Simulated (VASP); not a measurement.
# TiC (Fm-3m) in VASP: notebook, part 2 of 2

VASP 6.6.1. Earlier steps stand in the parts before.

### Step 3. Single point, PBE

INCAR reads:

```
PREC = Accurate
ENCUT = 520
EDIFF = 1E-6
ISMEAR = 1
SIGMA = 0.2
LREAL = F
LASPH = T
NELM = 60
ALGO = Normal
ISIF = 2
LWAVE = F
LCHARG = F
GGA = PE
NBANDS = 15
```

KPOINTS reads:

```
regular mesh
0
Gamma
  13 13 13
```

POSCAR reads:

```
TiC
1.0
    0.0000000000      2.1593000000      2.1593000000
    2.1593000000      0.0000000000      2.1593000000
    2.1593000000      2.1593000000      0.0000000000
Ti C
1 1
Direct
    0.0000000000      0.0000000000      0.0000000000
    0.5000000000      0.5000000000      0.5000000000
```

Potentials or basis: VASP PAW PBE potentials, release 64 (Ti_sv, C).

On the command line:

```console
$ cat potpaw_PBE.64/Ti_sv/POTCAR potpaw_PBE.64/C/POTCAR > POTCAR
$ mpirun -np 1 vasp_std > vasp.out
```

OUTCAR:

```text
PREC = Accurate
   ENCUT = 520
   EDIFF = 1E-6
   ISMEAR = 1
   LREAL = F
   LASPH = T
   NELM = 60
   ISIF = 2
   GGA = PE

 ion  position               nearest neighbor table
   1  0.000  0.000  0.000-   2 2.16   2 2.16   2 2.16   2 2.16   2 2.16   2 2.16
   2  0.500  0.500  0.500-   1 2.16   1 2.16   1 2.16   1 2.16   1 2.16   1 2.16

  LATTYP: Found a face centered cubic cell.
 ALAT       =     4.3186000000

  Lattice vectors:

 A1 = (   0.0000000000,   2.1593000000,   2.1593000000)
 A2 = (   2.1593000000,   0.0000000000,   2.1593000000)
 A3 = (   2.1593000000,   2.1593000000,   0.0000000000)

Analysis of symmetry for initial positions (statically):
=====================================================================
 Subroutine PRICEL returns:
 Original cell was already a primitive cell.

 Routine SETGRP: Setting up the symmetry group for a
 face centered cubic supercell.

 Subroutine GETGRP returns: Found 48 space group operations
 (whereof 48 operations were pure point group operations)
 out of a pool of 48 trial point group operations.

The static configuration has the point symmetry O_h .

Analysis of symmetry for dynamics (positions and initial velocities):
=====================================================================
 Subroutine PRICEL returns:
 Original cell was already a primitive cell.

 Routine SETGRP: Setting up the symmetry group for a
 face centered cubic supercell.

 Subroutine GETGRP returns: Found 48 space group operations
 (whereof 48 operations were pure point group operations)
 out of a pool of 48 trial point group operations.

The dynamic configuration has the point symmetry O_h .

 Subroutine INISYM returns: Found 48 space group operations
 (whereof 48 operations are pure point group operations),
 and found     1 'primitive' translations

----------------------------------------------------------------------------------------

                                     Primitive cell

  volume of cell :      20.1358

  direct lattice vectors                    reciprocal lattice vectors
     0.000000000  2.159300000  2.159300000    -0.231556523  0.231556523  0.231556523
     2.159300000  0.000000000  2.159300000     0.231556523 -0.231556523  0.231556523
     2.159300000  2.159300000  0.000000000     0.231556523  0.231556523 -0.231556523

  length of vectors
     3.053711345  3.053711345  3.053711345     0.401067663  0.401067663  0.401067663

  position of ions in fractional coordinates (direct lattice)
     0.000000000  0.000000000  0.000000000
     0.500000000  0.500000000  0.500000000

  ion indices of the primitive-cell ions
   primitive index   ion index
                 1           1
                 2           2

----------------------------------------------------------------------------------------

 KPOINTS: regular mesh

Automatic generation of k-mesh.
 Grid dimensions read from file:
 generate k-points for:   13   13   13

 Generating k-lattice:

  Cartesian coordinates                     Fractional coordinates (reciprocal lattice)
    -0.017812040  0.017812040  0.017812040     0.076923077  0.000000000  0.000000000
     0.017812040 -0.017812040  0.017812040     0.000000000  0.076923077  0.000000000
     0.017812040  0.017812040 -0.017812040     0.000000000  0.000000000  0.076923077

  Length of vectors
     0.030851359  0.030851359  0.030851359

  Shift w.r.t. Gamma in fractional coordinates (k-lattice)
     0.000000000  0.000000000  0.000000000

 Subroutine IBZKPT returns following result:
 ===========================================

 Found     84 irreducible k-points:

 Following reciprocal coordinates:
            Coordinates               Weight
  0.000000  0.000000  0.000000      1.000000
  0.076923  0.000000  0.000000      8.000000
  0.153846  0.000000  0.000000      8.000000
  0.230769  0.000000  0.000000      8.000000
  0.307692  0.000000  0.000000      8.000000
  0.384615  0.000000  0.000000      8.000000
[... 16 lines left out ...]
  0.384615  0.153846  0.000000     24.000000
  0.461538  0.153846  0.000000     24.000000
 [... further k-points ...]
   k-points           NKPTS =     84   k-points in BZ     NKDIM =     84   number of bands    NBANDS=     15
   number of dos      NEDOS =    301   number of ions     NIONS =      2
   total plane-waves  NPLWV =  13824
   dimension x,y,z NGX =    24 NGY =   24 NGZ =   24
   dimension x,y,z NGXF=    48 NGYF=   48 NGZF=   48
   ions per type =               1   1
   NGX,Y,Z   is equivalent  to a cutoff of  13.07, 13.07, 13.07 a.u.
   NGXF,Y,Z  is equivalent  to a cutoff of  26.13, 26.13, 26.13 a.u.
 SYSTEM =  unknown system
   PREC   = accura    normal or accurate (medium, high low for compatibility)
   ISTART =      0    job   : 0-new  1-cont  2-samecut
   ICHARG =      2    charge: 1-file 2-atom 10-const
   ISPIN  =      1    spin polarized calculation?
   LNONCOLLINEAR =      F non collinear calculations
   LSORBIT =      F    spin-orbit coupling
   LASPH  =      T    aspherical Exc in radial PAW
   ENCUT  =  520.0 eV  38.22 Ry    6.18 a.u.   5.68  5.68  5.68*2*pi/ulx,y,z
   NELM   =     60;   NELMIN=  2; NELMDL= -5     # of ELM steps
   EDIFF  = 0.1E-05   stopping-criterion for ELM
   LREAL  =      F    real-space projection
   EDIFFG = 0.1E-04   stopping-criterion for IOM
   NSW    =      0    number of steps for IOM
   IBRION =     -1    ionic relax: 0-MD 1-quasi-New 2-CG
   NFREE  =      0    steps in history (QN), initial steepest desc. (CG)
   ISIF   =      2    stress and relaxation
   ISYM   =      2    0-nonsym 1-usesym 2-fastsym
   POTIM  = 0.5000    time-step for ionic-motion
   TEBEG  =    0.0;   TEEND  =   0.0 temperature during run
   PSTRESS=    0.0 pullay stress
   NELECT =      16.0000    total number of electrons
   NUPDOWN=      -1.0000    fix difference up-down
   EMIN   =  10.00;   EMAX   =-10.00  energy-range for DOS
   EFERMI =   0.00;   METHOD = LEGACY
   ISMEAR =     1;   SIGMA  =   0.20  broadening in eV -4-tet -1-fermi 0-gaus
   EFERMI_NEDOS =   21; number of points for ismear=-14 and -15
   IALGO  =     38    algorithm
   IMIX   =      4    mixing-type and parameters
     AMIX     =   0.40;   BMIX     =  1.00
     AMIX_MAG =   1.60;   BMIX_MAG =  1.00
  volume/ion in A,a.u.               =      10.07        67.94
  Fermi-wavevector in a.u.,A,eV,Ry     =   1.516323  2.865436 31.283015  2.299237
  Thomas-Fermi vector in A             =   2.625728
   LORBIT       =      0    0 simple, 1 ext, 2 COOP (PROOUT), +10 PAW based schemes
   GGA     = PE    functional components
   LHFCALC =     F    Hartree Fock is set to
   AEXX    =    0.0000 exact exchange contribution
   IVDW    =     0    specifies the selected vdW correction
   LEPSILON=     F    determine dielectric tensor
   LRPA    =     F    only Hartree local field effects (RPA)
 non-spin polarized calculation
 Methfessel and Paxton  Order N= 1 SIGMA  =   0.20
  energy-cutoff  :      520.00
  volume of cell :       20.14
 maximum number of plane-waves:       556
   NGX = 11   NGY = 11   NGZ = 11

 number of electron      16.0000002 magnetization

 Free energy of the ion-electron system (eV)
  ---------------------------------------------------
  ext. energy  EPLUGINS =         0.00000000
  ---------------------------------------------------
  free energy    TOTEN  =       -18.70753968 eV

  energy without entropy =      -18.70761565  energy(sigma->0) =      -18.70756500

 E-fermi :   9.5273     XC(G=0): -12.7439

 val. band max:        9.4628835678   @ k =   0.4615   0.4615   0.0000
 cond. band min:       9.5633864590   @ k =   0.3846   0.3077   0.0000
 fundamental gap:      0.1005028912
 Fermi energy:         9.5273085961

 k-point     1 :       0.0000    0.0000    0.0000
  band No.  band energies     occupation
      1     -47.0465      2.00000
      2     -23.0659      2.00000
      3     -23.0659      2.00000
      4     -23.0659      2.00000
      5      -2.9206      2.00000
      6      10.2138     -0.00001
      7      10.2138     -0.00001
      8      10.2138     -0.00001
      9      11.2074     -0.00000
     10      11.2074     -0.00000
     11      11.2074     -0.00000
     12      11.2488     -0.00000
     13      11.2488     -0.00000
     14      20.1320      0.00000
     15      23.5852      0.00000
[... 397 lines left out ...]
 k-point    24 :       0.4615    0.1538    0.0000
  band No.  band energies     occupation
      1     -46.9688      2.00000
      2     -23.5085      2.00000
      3     -23.1708      2.00000
      4     -23.1449      2.00000
      5       0.0269      2.00000
      6       4.6112      2.00000
      7       6.6267      2.00000
      8       7.1757      2.00000
      9      11.5359     -0.00000
     10      12.5741     -0.00000
     11      13.4328     -0.00000
     12      16.1184      0.00000
     13      16.8734      0.00000
     14      20.0646      0.00000
     15      24.3861      0.00000

 [... further k-points ...]
[... 5 lines left out ...]
  --------------------------------------------------------------------------------------
  -------------------------------------------------------------------------------------
  Total        0.3431377      0.3431377      0.3431377     -0.0000000      0.0000000     -0.0000000
  in kB       27.3029824     27.3029824     27.3029824     -0.0000000      0.0000000     -0.0000000
  external PRESSURE =      27.3029824 kB  Pullay stress =       0.0000000 kB

 VOLUME and BASIS-vectors are now :
 -----------------------------------------------------------------------------
  energy-cutoff  :      520.00
  volume of cell :       20.14
      direct lattice vectors                 reciprocal lattice vectors
     0.000000000  2.159300000  2.159300000    -0.231556523  0.231556523  0.231556523
     2.159300000  0.000000000  2.159300000     0.231556523 -0.231556523  0.231556523
     2.159300000  2.159300000  0.000000000     0.231556523  0.231556523 -0.231556523

 POSITION                                       TOTAL-FORCE (eV/Angst)
 -----------------------------------------------------------------------------------
      0.00000      0.00000      0.00000         0.000000     -0.000000      0.000000
      2.15930      2.15930      2.15930        -0.000000      0.000000     -0.000000
 -----------------------------------------------------------------------------------
    total drift:                                0.000000     -0.000000     -0.000000

  FREE ENERGIE OF THE ION-ELECTRON SYSTEM (eV)
  ---------------------------------------------------
  free  energy   TOTEN  =       -18.7075396815 eV

  energy  without entropy=      -18.7076156507  energy(sigma->0) =      -18.70756500
```

Run time: 25 s. Hardware: 1 thread of Intel Xeon Platinum 8259CL at 2.50GHz (Skylake/Cascade Lake), shared host; peak memory 0.15 GiB.

What came out:

```
Free energy            : -18.7075 eV
Pressure               : 2.7 GPa
Band gap on the k mesh : zero (band 8 reaches 10.21 eV, above the bottom of band 9 at 9.13 eV)
```

### Step 4. Single point, PBE

INCAR reads:

```
PREC = Accurate
ENCUT = 520
EDIFF = 1E-6
ISMEAR = 1
SIGMA = 0.1
LREAL = False
LASPH = True
NELM = 80
ALGO = Normal
ISIF = 2
LWAVE = False
LCHARG = True
GGA = PE
LELF = True
LVHAR = True
NBANDS = 15
```

KPOINTS is that of step 3.

POSCAR is that of step 3.

On the command line:

```console
$ cat potpaw_PBE.64/Ti_sv/POTCAR potpaw_PBE.64/C/POTCAR > POTCAR
$ mpirun -np 1 vasp_std > vasp.out
```

Run time: 31 s. Hardware: 1 thread of Intel Xeon Platinum 8259CL at 2.50GHz (Skylake/Cascade Lake), shared host; peak memory 0.15 GiB.

The run converged. Its results:

* Free energy: -18.7074 eV
* Pressure: 2.7 GPa
* Band gap on the k mesh: zero (band 8 reaches 10.21 eV, above the bottom of band 9 at 9.13 eV)

Levels at points of the mesh, in eV from the Fermi level:
| k point | band 4 | band 5 | band 6 | band 7 | band 8 | band 9 | band 10 | band 11 | band 12 | band 13 |
| --- | --- | --- | --- | --- | --- | --- | --- | --- | --- | --- |
| (0.00, 0.00, 0.00) | -32.63 | -12.48 | 0.65 | 0.65 | 0.65 | 1.65 | 1.65 | 1.65 | 1.69 | 1.69 |

### Step 5. Single point, PBE

INCAR reads:

```
SYSTEM = TiC
PREC     = Accurate       ! precision mode
ENCUT    = 520            ! plane-wave cutoff, eV
EDIFF    = 1E-7           ! SCF threshold, eV
ISMEAR   = 1              ! smearing method
SIGMA    = 0.05           ! smearing width, eV
LREAL    = .False.        ! projectors in reciprocal space
LASPH    = .True.         ! aspherical terms in the spheres
NELM     = 80             ! most SCF steps
ALGO     = Normal         ! electronic algorithm
ISIF     = 2              ! what is computed and relaxed
LWAVE    = .False.        ! write WAVECAR
LCHARG   = .False.        ! write CHGCAR
GGA      = PE             ! functional
NBANDS   = 15             ! bands
```

KPOINTS reads:

```
Automatic mesh
0
Gamma
  13 13 13
  0 0 0
```

POSCAR is that of step 4.

On the command line:

```console
$ cat potpaw_PBE.64/Ti_sv/POTCAR potpaw_PBE.64/C/POTCAR > POTCAR
$ mpirun -np 1 vasp_std > vasp.out
```

Run time: 29 s. Hardware: 1 thread of Intel Xeon Platinum 8259CL at 2.50GHz (Skylake/Cascade Lake), shared host; peak memory 0.15 GiB.

Results (log left out):

* Free energy: -18.7073 eV
* Pressure: 2.8 GPa
* Band gap on the k mesh: zero (band 8 reaches 10.21 eV, above the bottom of band 9 at 9.13 eV)

Levels at points of the mesh, in eV from the Fermi level:
| k point | band 5 | band 6 | band 7 | band 8 | band 9 | band 10 | band 11 | band 12 |
| --- | --- | --- | --- | --- | --- | --- | --- | --- |
| (0.00, 0.00, 0.00) | -12.49 | 0.64 | 0.64 | 0.64 | 1.64 | 1.64 | 1.64 | 1.68 |

### Step 6. Summary

| smearing | gap on the mesh (eV) | pressure (GPa) |
| --- | --- | --- |
| methfessel-paxton 0.3 eV | none | 2.7 |
| methfessel-paxton 0.2 eV | none | 2.7 |
| methfessel-paxton 0.1 eV | none | 2.7 |
| methfessel-paxton 0.05 eV | none | 2.8 |

Alike in all rows: task single point; level PBE; potentials or basis VASP PAW PBE potentials, release 64 (Ti_sv, C); no spin polarisation; cell as given; k mesh 13 × 13 × 13; cutoff (eV) 520.

Every run on the cell as given and a fine mesh finds a metal.

Total energies depend on the potentials used, so only differences within one code and one set of settings carry meaning.
